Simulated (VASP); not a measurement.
Au:

```xyz
1
Lattice="0.0000 1.9935 1.9935 1.9935 0.0000 1.9935 1.9935 1.9935 0.0000" Properties=species:S:1:pos:R:3 pbc="T T T"
Au    0.0000    0.0000    0.0000
```

Base run:

```yaml
Program: VASP 6.6.1
Functional: LDA
Potentials_or_basis: VASP PAW LDA potentials, release 64 (Au)
Cutoff: 520 eV
k_mesh: 11 × 11 × 11
Occupations: fermi-dirac, width 0.05 eV
Spin: no spin polarisation
```

Its results: pressure 10.6 GPa.

Question: The run is repeated on the same cell with these changes: functional from LDA to SVWN5; potentials or basis from VASP PAW LDA potentials, release 64 (Au) to VASP PAW PBE potentials, release 64 (Au). What comes out?

Answer: Pressure 9.6 GPa.

Caveats: the PAW data sets were made with another functional, which shifts forces and pressure a little (some runs).
